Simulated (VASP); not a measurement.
# Pt in VASP: relaxation of the atoms with PBE+D3(BJ)

Aim: the relaxation of the atoms of Pt with PBE+D3(BJ).

All numbers are computed with VASP 6.6.1; they aren't measurements. Logs are shortened: lines on timing, memory, paths and dates and some standing lists are left out, and cuts for length are marked.

### Step 1. The cell of the first run

The cell holds a slab with vacuum, 12 atoms: a = 5.556 Å, b = 5.556 Å, c = 20.536 Å, α = 90.00°, β = 90.00°, γ = 120.00°.

### Step 2. Relaxation of the atoms, PBE+D3(BJ)

File INCAR:

```
SYSTEM = Pt
  PREC = Accurate
  ENCUT = 520
  EDIFF = 1E-6
  ISMEAR = 0
  SIGMA = 0.1
  LREAL = .FALSE.
  LASPH = .TRUE.
  NELM = 60
  ALGO = Normal
  ISIF = 2
  LWAVE = .FALSE.
  LCHARG = .FALSE.
  LDIPOL = .TRUE.
  IDIPOL = 3
  DIPOL = 0.5 0.5 0.500
  GGA = PE
  IVDW = 12
  IBRION = 2
  NSW = 90
  EDIFFG = -0.03
  KPAR = 2
```

File KPOINTS:

```
regular mesh
0
G
  4 4 1
  0 0 0
```

File POSCAR:

```
Pt
1.0
    5.5557316927      0.0000000000      0.0000000000
   -2.7778658463      4.8114047825      0.0000000000
    0.0000000000      0.0000000000     20.5362359316
Pt
12
Selective dynamics
Direct
    0.3333333333      0.1666666667      0.3895553220  F F F
    0.3333333333      0.6666666667      0.3895553220  F F F
    0.8333333333      0.1666666667      0.3895553220  F F F
    0.8333333333      0.6666666667      0.3895553220  F F F
    0.6666666667      0.3333333333      0.5000000000  T T T
    0.6666666667      0.8333333333      0.5000000000  T T T
    0.1666666667      0.3333333333      0.5000000000  T T T
    0.1666666667      0.8333333333      0.5000000000  T T T
    0.0000000000      0.5000000000      0.6104446780  T T T
    0.0000000000      0.0000000000      0.6104446780  T T T
    0.5000000000      0.5000000000      0.6104446780  T T T
    0.5000000000      0.0000000000      0.6104446780  T T T
```

Potentials or basis: VASP PAW PBE potentials, release 64 (Pt).

Run with:

```
cat potpaw_PBE.64/Pt/POTCAR > POTCAR
mpirun -np 2 vasp_std > vasp.out
```

OUTCAR:

```text
SYSTEM = Pt
   PREC = Accurate
   ENCUT = 520
   EDIFF = 1E-6
   ISMEAR = 0
   LREAL = .FALSE.
   LASPH = .TRUE.
   NELM = 60
   ISIF = 2
   GGA = PE
   IVDW = 12
   IBRION = 2
   NSW = 90
   EDIFFG = -0.03
 IVDW          = 12

 ion  position               nearest neighbor table
   1  0.333  0.167  0.390-   7 2.78   8 2.78   5 2.78   2 2.78   2 2.78   3 2.78   3 2.78   4 2.78
                             4 2.78
   2  0.333  0.667  0.390-   8 2.78   7 2.78   6 2.78   1 2.78   1 2.78   4 2.78   4 2.78   3 2.78
                             3 2.78
   3  0.833  0.167  0.390-   5 2.78   6 2.78   7 2.78   4 2.78   4 2.78   1 2.78   1 2.78   2 2.78
                             2 2.78
   4  0.833  0.667  0.390-   6 2.78   5 2.78   8 2.78   3 2.78   3 2.78   2 2.78   2 2.78   1 2.78
                             1 2.78
   5  0.667  0.333  0.500-   3 2.78  12 2.78   9 2.78  11 2.78   4 2.78   1 2.78   6 2.78   6 2.78
                             7 2.78   7 2.78   8 2.78   8 2.78
   6  0.667  0.833  0.500-   4 2.78  11 2.78  10 2.78  12 2.78   3 2.78   2 2.78   5 2.78   5 2.78
                             8 2.78   8 2.78   7 2.78   7 2.78
   7  0.167  0.333  0.500-   1 2.78  10 2.78  11 2.78   9 2.78   2 2.78   3 2.78   8 2.78   8 2.78
                             5 2.78   5 2.78   6 2.78   6 2.78
   8  0.167  0.833  0.500-   2 2.78   9 2.78  12 2.78  10 2.78   1 2.78   4 2.78   7 2.78   7 2.78
                             6 2.78   6 2.78   5 2.78   5 2.78
   9  0.000  0.500  0.610-   8 2.78   5 2.78   7 2.78  10 2.78  10 2.78  11 2.78  11 2.78  12 2.78
[... 14 lines left out ...]
 A1 = (   5.5557316927,   0.0000000000,   0.0000000000)
 A2 = (  -2.7778658463,   4.8114047825,   0.0000000000)
 A3 = (   0.0000000000,   0.0000000000,  20.5362359316)

Analysis of symmetry for initial positions (statically):
=====================================================================
 Subroutine PRICEL returns following result:

  LATTYP: Found a hexagonal cell.
 ALAT       =     2.7778658464
 C/A-ratio  =     7.3928105486
[... 12 lines left out ...]
 Subroutine GETGRP returns: Found 12 space group operations
 (whereof  6 operations were pure point group operations)
 out of a pool of 24 trial point group operations.

The static configuration has the point symmetry C_3v.
 The point group associated with its full space group is D_3d.

Analysis of symmetry for dynamics (positions and initial velocities):
=====================================================================
 Subroutine PRICEL returns following result:

  LATTYP: Found a hexagonal cell.
 ALAT       =     2.7778658464
 C/A-ratio  =     7.3928105486
[... 12 lines left out ...]
 Subroutine GETGRP returns: Found 12 space group operations
 (whereof  6 operations were pure point group operations)
 out of a pool of 24 trial point group operations.

The dynamic configuration has the point symmetry C_3v.
 The point group associated with its full space group is D_3d.

Analysis of constrained symmetry for selective dynamics:
=====================================================================
 Subroutine PRICEL returns following result:

  LATTYP: Found a hexagonal cell.
 ALAT       =     2.7778658464
 C/A-ratio  =     7.3928105486
[... 12 lines left out ...]
 Subroutine GETGRP returns: Found  6 space group operations
 (whereof  6 operations were pure point group operations)
 out of a pool of 24 trial point group operations.

The constrained configuration has the point symmetry C_3v.

 Subroutine INISYM returns: Found  6 space group operations
 (whereof  6 operations are pure point group operations),
 and found     4 'primitive' translations

----------------------------------------------------------------------------------------

                                     Primitive cell

  volume of cell :     137.2379

  direct lattice vectors                    reciprocal lattice vectors
     2.777865846  0.000000000  0.000000000     0.359988587  0.207839507  0.000000000
    -1.388932923  2.405702391  0.000000000     0.000000000  0.415679015  0.000000000
     0.000000000  0.000000000 20.536235932     0.000000000  0.000000000  0.048694415

  length of vectors
     2.777865846  2.777865846 20.536235932     0.415679015  0.415679015  0.048694415

  position of ions in fractional coordinates (direct lattice)
     0.666666667  0.333333333  0.389555322
     0.333333333  0.666666667  0.500000000
     0.000000000  0.000000000  0.610444678

  ion indices of the primitive-cell ions
   primitive index   ion index
                 1           1
                 2           7
                 3          12

----------------------------------------------------------------------------------------

 KPOINTS: regular mesh

Automatic generation of k-mesh.
 Grid dimensions read from file:
 generate k-points for:    4    4    1

 Generating k-lattice:

  Cartesian coordinates                     Fractional coordinates (reciprocal lattice)
     0.044998573  0.025979938  0.000000000     0.250000000  0.000000000  0.000000000
     0.000000000  0.051959877  0.000000000     0.000000000  0.250000000  0.000000000
     0.000000000  0.000000000  0.048694415     0.000000000  0.000000000  1.000000000

  Length of vectors
     0.051959877  0.051959877  0.048694415

  Shift w.r.t. Gamma in fractional coordinates (k-lattice)
     0.000000000  0.000000000  0.000000000

 Subroutine IBZKPT returns following result:
 ===========================================

 Found      4 irreducible k-points:

 Following reciprocal coordinates:
            Coordinates               Weight
  0.000000  0.000000  0.000000      1.000000
  0.250000  0.000000  0.000000      6.000000
  0.500000  0.000000  0.000000      3.000000
  0.250000  0.250000  0.000000      6.000000
   k-points           NKPTS =      4   k-points in BZ     NKDIM =      4   number of bands    NBANDS=     72
   number of dos      NEDOS =    301   number of ions     NIONS =     12
   total plane-waves  NPLWV = 282240
   dimension x,y,z NGX =    42 NGY =   42 NGZ =  160
   dimension x,y,z NGXF=    84 NGYF=   84 NGZF=  320
   ions per type =              12
   NGX,Y,Z   is equivalent  to a cutoff of  12.57, 12.57, 12.95 a.u.
   NGXF,Y,Z  is equivalent  to a cutoff of  25.14, 25.14, 25.90 a.u.
 SYSTEM =  Pt
   PREC   = accura    normal or accurate (medium, high low for compatibility)
   ISTART =      0    job   : 0-new  1-cont  2-samecut
   ICHARG =      2    charge: 1-file 2-atom 10-const
   ISPIN  =      1    spin polarized calculation?
   LNONCOLLINEAR =      F non collinear calculations
   LSORBIT =      F    spin-orbit coupling
   LASPH  =      T    aspherical Exc in radial PAW
   ENCUT  =  520.0 eV  38.22 Ry    6.18 a.u.  10.33 10.33 38.18*2*pi/ulx,y,z
   NELM   =     60;   NELMIN=  2; NELMDL= -5     # of ELM steps
   EDIFF  = 0.1E-05   stopping-criterion for ELM
   LREAL  =      F    real-space projection
   EDIFFG = -.3E-01   stopping-criterion for IOM
   NSW    =     90    number of steps for IOM
   IBRION =      2    ionic relax: 0-MD 1-quasi-New 2-CG
   NFREE  =      1    steps in history (QN), initial steepest desc. (CG)
   ISIF   =      2    stress and relaxation
   ISYM   =      2    0-nonsym 1-usesym 2-fastsym
   POTIM  = 0.5000    time-step for ionic-motion
   TEBEG  =    0.0;   TEEND  =   0.0 temperature during run
   PSTRESS=    0.0 pullay stress
   NELECT =     120.0000    total number of electrons
   NUPDOWN=      -1.0000    fix difference up-down
   EMIN   =  10.00;   EMAX   =-10.00  energy-range for DOS
   EFERMI =   0.00;   METHOD = LEGACY
   ISMEAR =     0;   SIGMA  =   0.10  broadening in eV -4-tet -1-fermi 0-gaus
   EFERMI_NEDOS =   21; number of points for ismear=-14 and -15
   IALGO  =     38    algorithm
   IMIX   =      4    mixing-type and parameters
     AMIX     =   0.40;   BMIX     =  1.00
     AMIX_MAG =   1.60;   BMIX_MAG =  1.00
  volume/ion in A,a.u.               =      45.75       308.71
  Fermi-wavevector in a.u.,A,eV,Ry     =   0.986182  1.863614 13.232424  0.972556
  Thomas-Fermi vector in A             =   2.117544
   LORBIT       =      0    0 simple, 1 ext, 2 COOP (PROOUT), +10 PAW based schemes
   GGA     = PE    functional components
   LHFCALC =     F    Hartree Fock is set to
   AEXX    =    0.0000 exact exchange contribution
   IVDW    =    12    specifies the selected vdW correction
   LEPSILON=     F    determine dielectric tensor
   LRPA    =     F    only Hartree local field effects (RPA)
 conjugate gradient relaxation of ions
 non-spin polarized calculation
 Gauss-broadening in eV      SIGMA  =   0.10
  energy-cutoff  :      520.00
  volume of cell :      548.95
 maximum number of plane-waves:     14812
 NGX is ok and might be reduce to    42
   NGX = 21   NGY = 21   NGZ = 77

--------------------------------------- Ionic step        1  -------------------------------------------

 number of electron     120.0000011 magnetization

 Free energy of the ion-electron system (eV)
  ---------------------------------------------------
  ext. energy  EPLUGINS =         0.00000000
  ---------------------------------------------------
  free energy    TOTEN  =       -68.06674991 eV

  energy without entropy =      -67.95109599  energy(sigma->0) =      -68.00892295

------------------------ aborting loop because EDIFF is reached ----------------------------------------

 Edisp (eV)   -6.17651

 E8    (eV) :    -2.9612
[... 185 lines left out ...]
  FREE ENERGIE OF THE ION-ELECTRON SYSTEM (eV)
  ---------------------------------------------------
  free  energy   TOTEN  =       -74.2580339645 eV

  energy  without entropy=      -74.1397720028  energy(sigma->0) =      -74.19890298

 dipolmoment           0.000000      0.000000      0.000603 electrons x Angstroem

--------------------------------------- Ionic step        5  -------------------------------------------

 number of electron     120.0000008 magnetization

 dipolmoment           0.000000      0.000000     -0.000612 electrons x Angstroem

 Free energy of the ion-electron system (eV)
  ---------------------------------------------------
  ext. energy  EPLUGINS =         0.00000000
  ---------------------------------------------------
  free energy    TOTEN  =       -68.12595253 eV

  energy without entropy =      -68.00623403  energy(sigma->0) =      -68.06609328

 E-fermi :  -0.1519     XC(G=0):  -5.3486

 val. band max:       -0.1608387834   @ k =   0.0000   0.0000   0.0000
 cond. band min:      -0.1464654315   @ k =   0.2500   0.0000   0.0000
 fundamental gap:      0.0143733520
 Fermi energy:        -0.1519034465

 k-point     1 :       0.0000    0.0000    0.0000
  band No.  band energies     occupation
      1      -9.2291      2.00000
      2      -7.5326      2.00000
      3      -7.0167      2.00000
      4      -6.5730      2.00000
      5      -6.5730      2.00000
      6      -6.5730      2.00000
[... 289 lines left out ...]
     71       4.4390      0.00000
     72       4.5082      0.00000

------------------------ aborting loop because EDIFF is reached ----------------------------------------

 vacuum level on the upper side and lower side of the slab       (xc-potential included)        -0.009        -0.085

 Edisp (eV)   -6.13879

 E8    (eV) :    -2.9415

  FORCE on cell =-STRESS in cart. coord.  units (eV):
  Direction    XX          YY          ZZ          XY          YZ          ZX
  --------------------------------------------------------------------------------------
  -------------------------------------------------------------------------------------
  Total     -17.03681   -17.03681     0.17989    -0.00000     0.00000     0.00000
  in kB     -49.72386   -49.72386     0.52502    -0.00000     0.00000     0.00000
  external pressure =      -32.97 kB  Pullay stress =        0.00 kB
[... 27 lines left out ...]
  FREE ENERGIE OF THE ION-ELECTRON SYSTEM (eV)
  ---------------------------------------------------
  free  energy   TOTEN  =       -74.2647428378 eV

  energy  without entropy=      -74.1450243334  energy(sigma->0) =      -74.20488359

 reached required accuracy - stopping structural energy minimisation

 vacuum level on the upper side and lower side of the slab         5.511         5.431
```

Run time: 12 min. Hardware: 2 MPI ranks of Intel Xeon Platinum 8488C (Sapphire Rapids), shared host; peak memory 0.69 GiB.

What came out:

```yaml
Free_energy: -74.2647 eV
Energy_gained_by_relaxing: 1.8 meV/atom
Ionic_steps: 5
Band_gap_on_the_k_mesh: zero (bands 60 and 61 overlap by 0.65 eV)
Dispersion_energy_per_atom: -0.512 eV
```

Step by step:
```tsv
step	energy change (eV)	largest force on free atoms (eV/Å)	pressure (GPa)
1	0.0000	0.1871	-2.62
2	-0.0056	0.1248	-2.74
3	-0.0104	0.1865	-2.97
4	-0.0148	0.1408	-3.05
5	-0.0215	0.0158	-3.30
```

Final structure:
```
Pt
1.0
     5.55573    0.00000    0.00000
    -2.77787    4.81140    0.00000
     0.00000    0.00000   20.53624
Pt
12
Direct
  0.33333 0.16667 0.38956
  0.33333 0.66667 0.38956
  0.83333 0.16667 0.38956
  0.83333 0.66667 0.38956
  0.66667 0.33333 0.50124
  0.66667 0.83333 0.50124
  0.16667 0.33333 0.50124
  0.16667 0.83333 0.50124
  0.00000 0.50000 0.61300
  0.00000 0.00000 0.61300
  0.50000 0.50000 0.61300
  0.50000 0.00000 0.61300
```

Levels at points of the mesh, in eV from the Fermi level:
```tsv
k point	band 56	band 57	band 58	band 59	band 60	band 61	band 62	band 63
(0.00, 0.00, 0.00)	0.28	0.28	0.54	0.54	0.54	0.60	0.60	0.60
(0.50, 0.00, 0.00)	-0.76	-0.63	-0.63	-0.14	-0.14	0.02	0.02	0.30
```

Caveat: spin-orbit coupling is left out, which moves the levels of the heavy elements.
